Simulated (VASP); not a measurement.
# Au (Fm-3m) in VASP: a series of runs

The runs below take Au through single point, relaxation of volume and atoms at fixed shape, with r2SCAN.

All numbers are computed with VASP 6.6.1; they aren't measurements. Logs are shortened: lines on timing, memory, paths and dates and some standing lists are left out, and cuts for length are marked.

## (1) The cell of the first run

Symmetry: Fm-3m, No. 225, cubic system. Conventional cell: a = 4.124 Å, b = 4.124 Å, c = 4.124 Å, α = 90.00°, β = 90.00°, γ = 90.00°. Au (site symmetry m-3m) has 12 Au at 2.92 Å within 3.8 Å.

## (2) Single point, r2SCAN

POSCAR

```
Au
1.0
    0.0000000000      2.0620929590      2.0620929590
    2.0620929590      0.0000000000      2.0620929590
    2.0620929590      2.0620929590      0.0000000000
Au
1
Direct
    0.0000000000      0.0000000000      0.0000000000
```

INCAR.step1

```
  PREC = Accurate
  ENCUT = 520
  ISMEAR = 0
  SIGMA = 0.05
  LREAL = F
  LASPH = T
  NELM = 100
  NBANDS = 12
  GGA = PE
  ALGO = Normal
  EDIFF = 1E-4
  LWAVE = T
  LCHARG = F
```

INCAR.step2

```
  PREC = Accurate
  ENCUT = 520
  EDIFF = 1E-6
  ISMEAR = 0
  SIGMA = 0.05
  LREAL = F
  LASPH = T
  NELM = 100
  ALGO = Normal
  ISIF = 2
  LWAVE = F
  LCHARG = T
  METAGGA = R2SCAN
  LMIXTAU = T
  LELF = T
  LVHAR = T
  NBANDS = 12
  ISTART = 1
```

KPOINTS

```
regular mesh
0
Gamma
  18 18 18
```

Potentials or basis: VASP PAW PBE potentials, release 64 (Au).

Run with:

```bash
$ cat potpaw_PBE.64/Au/POTCAR > POTCAR
$ cp INCAR.step1 INCAR
$ mpirun -np 1 vasp_std > vasp.out
$ cp INCAR.step2 INCAR
$ mpirun -np 1 vasp_std > vasp.out
```

OUTCAR:

```text
PREC = Accurate
   ENCUT = 520
   EDIFF = 1E-6
   ISMEAR = 0
   LREAL = F
   LASPH = T
   NELM = 100
   ISIF = 2
   METAGGA = R2SCAN
   ISTART = 1

 ion  position               nearest neighbor table
   1  0.000  0.000  0.000-

  LATTYP: Found a face centered cubic cell.
 ALAT       =     4.1241859180

  Lattice vectors:

 A1 = (   0.0000000000,   2.0620929590,   2.0620929590)
 A2 = (   2.0620929590,   0.0000000000,   2.0620929590)
 A3 = (   2.0620929590,   2.0620929590,   0.0000000000)

Analysis of symmetry for initial positions (statically):
=====================================================================
 Subroutine PRICEL returns:
 Original cell was already a primitive cell.

 Routine SETGRP: Setting up the symmetry group for a
 face centered cubic supercell.

 Subroutine GETGRP returns: Found 48 space group operations
[... 9 lines left out ...]

 Routine SETGRP: Setting up the symmetry group for a
 face centered cubic supercell.

 Subroutine GETGRP returns: Found 48 space group operations
[... 11 lines left out ...]
                                     Primitive cell

  volume of cell :      17.5370

  direct lattice vectors                    reciprocal lattice vectors
     0.000000000  2.062092959  2.062092959    -0.242472095  0.242472095  0.242472095
     2.062092959  0.000000000  2.062092959     0.242472095 -0.242472095  0.242472095
     2.062092959  2.062092959  0.000000000     0.242472095  0.242472095 -0.242472095

  length of vectors
     2.916239829  2.916239829  2.916239829     0.419973988  0.419973988  0.419973988

  position of ions in fractional coordinates (direct lattice)
     0.000000000  0.000000000  0.000000000

  ion indices of the primitive-cell ions
   primitive index   ion index
                 1           1

----------------------------------------------------------------------------------------

 KPOINTS: regular mesh

Automatic generation of k-mesh.
 Grid dimensions read from file:
 generate k-points for:   18   18   18

 Generating k-lattice:

  Cartesian coordinates                     Fractional coordinates (reciprocal lattice)
    -0.013470672  0.013470672  0.013470672     0.055555556  0.000000000  0.000000000
     0.013470672 -0.013470672  0.013470672     0.000000000  0.055555556  0.000000000
     0.013470672  0.013470672 -0.013470672     0.000000000  0.000000000  0.055555556

  Length of vectors
     0.023331888  0.023331888  0.023331888

  Shift w.r.t. Gamma in fractional coordinates (k-lattice)
     0.000000000  0.000000000  0.000000000

 Subroutine IBZKPT returns following result:
 ===========================================

 Found    195 irreducible k-points:

 Following reciprocal coordinates:
            Coordinates               Weight
  0.000000  0.000000  0.000000      1.000000
  0.055556  0.000000  0.000000      8.000000
  0.111111  0.000000  0.000000      8.000000
  0.166667  0.000000  0.000000      8.000000
  0.222222  0.000000  0.000000      8.000000
  0.277778  0.000000  0.000000      8.000000
[... 16 lines left out ...]
 -0.277778  0.055556  0.000000     24.000000
 -0.222222  0.055556  0.000000     24.000000
 [... further k-points ...]
   k-points           NKPTS =    195   k-points in BZ     NKDIM =    195   number of bands    NBANDS=     12
   number of dos      NEDOS =    301   number of ions     NIONS =      1
   total plane-waves  NPLWV =  13824
   dimension x,y,z NGX =    24 NGY =   24 NGZ =   24
   dimension x,y,z NGXF=    48 NGYF=   48 NGZF=   48
   ions per type =               1
   NGX,Y,Z   is equivalent  to a cutoff of  13.68, 13.68, 13.68 a.u.
   NGXF,Y,Z  is equivalent  to a cutoff of  27.36, 27.36, 27.36 a.u.
 SYSTEM =  unknown system
   PREC   = accura    normal or accurate (medium, high low for compatibility)
   ISTART =      1    job   : 0-new  1-cont  2-samecut
   ICHARG =      0    charge: 1-file 2-atom 10-const
   ISPIN  =      1    spin polarized calculation?
   LNONCOLLINEAR =      F non collinear calculations
   LSORBIT =      F    spin-orbit coupling
   LASPH  =      T    aspherical Exc in radial PAW
   ENCUT  =  520.0 eV  38.22 Ry    6.18 a.u.   5.42  5.42  5.42*2*pi/ulx,y,z
   NELM   =    100;   NELMIN=  2; NELMDL=  0     # of ELM steps
   EDIFF  = 0.1E-05   stopping-criterion for ELM
   LREAL  =      F    real-space projection
   EDIFFG = 0.1E-04   stopping-criterion for IOM
   NSW    =      0    number of steps for IOM
   IBRION =     -1    ionic relax: 0-MD 1-quasi-New 2-CG
   NFREE  =      0    steps in history (QN), initial steepest desc. (CG)
   ISIF   =      2    stress and relaxation
   ISYM   =      2    0-nonsym 1-usesym 2-fastsym
   POTIM  = 0.5000    time-step for ionic-motion
   TEBEG  =    0.0;   TEEND  =   0.0 temperature during run
   PSTRESS=    0.0 pullay stress
   NELECT =      11.0000    total number of electrons
   NUPDOWN=      -1.0000    fix difference up-down
   EMIN   =  10.00;   EMAX   =-10.00  energy-range for DOS
   EFERMI =   0.00;   METHOD = LEGACY
   ISMEAR =     0;   SIGMA  =   0.05  broadening in eV -4-tet -1-fermi 0-gaus
   EFERMI_NEDOS =   21; number of points for ismear=-14 and -15
   IALGO  =     38    algorithm
   IMIX   =      4    mixing-type and parameters
     AMIX     =   0.40;   BMIX     =  1.00
     AMIX_MAG =   1.60;   BMIX_MAG =  1.00
  volume/ion in A,a.u.               =      17.54       118.35
  Fermi-wavevector in a.u.,A,eV,Ry     =   1.401374  2.648213 26.719801  1.963850
  Thomas-Fermi vector in A             =   2.524242
   LORBIT       =      0    0 simple, 1 ext, 2 COOP (PROOUT), +10 PAW based schemes
   METAGGA = R2SCAN    functional components
   LHFCALC =     F    Hartree Fock is set to
   AEXX    =    0.0000 exact exchange contribution
   IVDW    =     0    specifies the selected vdW correction
   LEPSILON=     F    determine dielectric tensor
   LRPA    =     F    only Hartree local field effects (RPA)
 non-spin polarized calculation
 Gauss-broadening in eV      SIGMA  =   0.05
  energy-cutoff  :      520.00
  volume of cell :       17.54
 maximum number of plane-waves:       495
 NGX is ok and might be reduce to    24
   NGX = 11   NGY = 11   NGZ = 11

 number of electron      11.0000001 magnetization

 Free energy of the ion-electron system (eV)
  ---------------------------------------------------
  ext. energy  EPLUGINS =         0.00000000
  ---------------------------------------------------
  free energy    TOTEN  =       -50.59653811 eV

  energy without entropy =      -50.59620885  energy(sigma->0) =      -50.59637348

 E-fermi :   8.8234     XC(G=0): -13.4263

 val. band max:        8.7973991250   @ k =   0.5000   0.2778   0.1111
 cond. band min:       8.8578741897   @ k =   0.5000   0.1667   0.0556
 fundamental gap:      0.0604750647
 Fermi energy:         8.8233950952

 k-point     1 :       0.0000    0.0000    0.0000
  band No.  band energies     occupation
      1      -0.9241      2.00000
      2       4.0643      2.00000
      3       4.0643      2.00000
      4       4.0643      2.00000
      5       5.5208      2.00000
      6       5.5208      2.00000
      7      24.2110      0.00000
      8      28.1288      0.00000
      9      28.1288      0.00000
     10      28.1288      0.00000
     11      33.3085      0.00000
     12      37.4595      0.00000

 k-point     2 :       0.0556    0.0000    0.0000
  band No.  band energies     occupation
      1      -0.8149      2.00000
      2       4.0306      2.00000
      3       4.1012      2.00000
      4       4.1012      2.00000
      5       5.5046      2.00000
      6       5.5046      2.00000
      7      24.3310      0.00000
      8      27.3982      0.00000
      9      28.2487      0.00000
     10      28.2487      0.00000
     11      33.8785      0.00000
     12      36.1937      0.00000

 k-point     3 :       0.1111    0.0000    0.0000
  band No.  band energies     occupation
      1      -0.4965      2.00000
      2       3.9464      2.00000
      3       4.1975      2.00000
      4       4.1975      2.00000
      5       5.4724      2.00000
      6       5.4724      2.00000
      7      24.5675      0.00000
      8      25.8935      0.00000
      9      28.5835      0.00000
     10      28.5835      0.00000
     11      33.3677      0.00000
     12      35.5471      0.00000

 k-point     4 :       0.1667    0.0000    0.0000
  band No.  band energies     occupation
      1      -0.0021      2.00000
      2       3.8645      2.00000
      3       4.3043      2.00000
      4       4.3043      2.00000
      5       5.4762      2.00000
      6       5.4762      2.00000
      7      23.5847      0.00000
      8      25.3091      0.00000
      9      29.0391      0.00000
     10      29.0391      0.00000
     11      31.9743      0.00000
     12      34.1256      0.00000

 k-point     5 :       0.2222    0.0000    0.0000
  band No.  band energies     occupation
      1       0.5882      2.00000
      2       3.8888      2.00000
      3       4.3483      2.00000
      4       4.3483      2.00000
      5       5.5890      2.00000
      6       5.5890      2.00000
      7      21.4951      0.00000
      8      25.3710      0.00000
      9      29.3558      0.00000
     10      29.3558      0.00000
     11      31.3440      0.00000
     12      32.9795      0.00000
[... 228 lines left out ...]
      1       1.6096      2.00000
      2       4.0525      2.00000
      3       4.1331      2.00000
      4       5.8794      2.00000
      5       6.3845      2.00000
      6       7.3265      2.00000
      7      14.1065      0.00000
      8      24.0174      0.00000
      9      26.1262      0.00000
     10      27.4391      0.00000
     11      33.5336      0.00000
     12      34.0961      0.00000

 k-point    22 :      -0.3333    0.0556    0.0000
  band No.  band energies     occupation
      1       1.5571      2.00000
      2       4.1448      2.00000
      3       4.2189      2.00000
      4       5.0484      2.00000
      5       6.0656      2.00000
      6       6.6782      2.00000
      7      16.2430      0.00000
      8      24.3964      0.00000
      9      26.6108      0.00000
     10      28.5597      0.00000
     11      32.4410      0.00000
     12      33.4760      0.00000

 k-point    23 :      -0.2778    0.0556    0.0000
  band No.  band energies     occupation
      1       1.3381      2.00000
      2       4.1595      2.00000
      3       4.3223      2.00000
      4       4.3636      2.00000
      5       5.7247      2.00000
      6       6.2530      2.00000
      7      18.5177      0.00000
      8      24.8561      0.00000
      9      27.2859      0.00000
     10      29.9140      0.00000
     11      31.2511      0.00000
     12      32.6724      0.00000

 k-point    24 :      -0.2222    0.0556    0.0000
  band No.  band energies     occupation
      1       0.8733      2.00000
      2       3.8457      2.00000
      3       4.3670      2.00000
      4       4.3971      2.00000
      5       5.4441      2.00000
      6       5.9170      2.00000
      7      20.8061      0.00000
      8      25.2208      0.00000
      9      27.9149      0.00000
     10      30.4764      0.00000
     11      30.8225      0.00000
     12      32.4349      0.00000

 [... further k-points ...]
[... 5 lines left out ...]
  --------------------------------------------------------------------------------------
  -------------------------------------------------------------------------------------
  Total        0.0314481      0.0314481      0.0314481      0.0000000      0.0000000     -0.0000000
  in kB        2.8730941      2.8730941      2.8730941      0.0000000      0.0000000     -0.0000000
  external PRESSURE =       2.8730941 kB  Pullay stress =       0.0000000 kB

 VOLUME and BASIS-vectors are now :
 -----------------------------------------------------------------------------
  energy-cutoff  :      520.00
  volume of cell :       17.54
      direct lattice vectors                 reciprocal lattice vectors
     0.000000000  2.062092959  2.062092959    -0.242472095  0.242472095  0.242472095
     2.062092959  0.000000000  2.062092959     0.242472095 -0.242472095  0.242472095
     2.062092959  2.062092959  0.000000000     0.242472095  0.242472095 -0.242472095

 POSITION                                       TOTAL-FORCE (eV/Angst)
 -----------------------------------------------------------------------------------
      0.00000      0.00000      0.00000        -0.000000      0.000000      0.000000
 -----------------------------------------------------------------------------------
    total drift:                               -0.000000      0.000000     -0.000000

  FREE ENERGIE OF THE ION-ELECTRON SYSTEM (eV)
  ---------------------------------------------------
  free  energy   TOTEN  =       -50.5965381106 eV

  energy  without entropy=      -50.5962088543  energy(sigma->0) =      -50.59637348
```

It took 79 s on 1 thread of Intel Xeon Platinum 8488C (Sapphire Rapids), shared host; peak memory 0.17 GiB.

What came out:

```
Free energy : -50.5965 eV
Pressure    : 0.3 GPa
```

Caveat: the PAW data sets were made with another functional, which shifts forces and pressure a little; spin-orbit coupling is left out, which moves the levels of the heavy elements.

## (3) Relaxation of volume and atoms at fixed shape, r2SCAN

This run uses another cell than the first one, of 16.85 Å³/atom, 0.961 times its volume.

POSCAR

```
Au
1.0
    0.0000000000      2.0350000000      2.0350000000
    2.0350000000      0.0000000000      2.0350000000
    2.0350000000      2.0350000000      0.0000000000
Au
1
Direct
    0.0000000000      0.0000000000      0.0000000000
```

INCAR.step1

```
SYSTEM = Au
  ALGO = Normal
  EDIFF = 1E-4
  ENCUT = 600
  GGA = PE
  ISMEAR = 0
  LASPH = .True.
  LCHARG = .False.
  LREAL = .False.
  LWAVE = .True.
  NELM = 80
  PREC = Accurate
  SIGMA = 0.05
```

INCAR.step2

```
SYSTEM = Au
  ALGO = Normal
  EDIFF = 1E-6
  EDIFFG = -0.02
  ENCUT = 600
  IBRION = 2
  ISIF = 8
  ISMEAR = 0
  ISTART = 1
  LASPH = .True.
  LCHARG = .False.
  LMIXTAU = .True.
  LREAL = .False.
  LWAVE = .False.
  METAGGA = R2SCAN
  NELM = 80
  NSW = 80
  PREC = Accurate
  SIGMA = 0.05
```

KPOINTS

```
k-points
0
Gamma
  18 18 18
  0 0 0
```

Potentials or basis: VASP PAW PBE potentials, release 64 (Au).

Run with:

```bash
$ cat potpaw_PBE.64/Au/POTCAR > POTCAR
$ cp INCAR.step1 INCAR
$ mpirun -np 1 vasp_std > vasp.out
$ cp INCAR.step2 INCAR
$ mpirun -np 1 vasp_std > vasp.out
```

Wall time 2.7 min (1 thread of Intel Xeon Platinum 8488C (Sapphire Rapids), shared host); peak memory 0.19 GiB.

Results (log left out):

| Item | Value |
| --- | --- |
| Free energy | -50.5958 eV |
| Relaxed volume | 17.59 Å³/atom |
| Relaxed cell | a = 2.919 Å, b = 2.919 Å, c = 2.919 Å, α = 60.00°, β = 60.00°, γ = 60.00° |
| Space group after relaxing (to 0.05 Å) | Fm-3m (No. 225) |
| Energy gained by relaxing | 15.9 meV/atom |
| Ionic steps | 3 |
| Pressure after relaxing | -0.1 GPa |

The path:
```csv
step,energy change (eV),largest force (eV/Å),pressure (GPa),volume (Å³)
1,0.0000,0.0000,7.43,16.85
2,0.0217,0.0000,-8.77,18.84
3,-0.0159,0.0000,-0.05,17.59
```

Final structure:
```
Au
1.0
     0.00000    2.06407    2.06407
     2.06407    0.00000    2.06407
     2.06407    2.06407    0.00000
Au
1
Direct
  0.00000 0.00000 0.00000
```

Levels at points of the mesh, in eV from the Fermi level:
```csv
k point,band 2,band 3,band 4,band 5,band 6,band 7,band 8,band 9
"(0.00, 0.00, 0.00)",-4.74,-4.74,-4.74,-3.29,-3.29,15.39,19.29,19.29
"(0.50, 0.00, 0.00)",-4.79,-4.79,-2.11,-2.11,-0.62,3.04,14.87,17.71
"(0.50, 0.50, 0.00)",-6.74,-2.17,-1.79,-1.79,1.31,5.78,10.46,10.46
```

Caveat: the PAW data sets were made with another functional, which shifts forces and pressure a little; spin-orbit coupling is left out, which moves the levels of the heavy elements. Zero-point motion and thermal expansion aren't in these numbers.
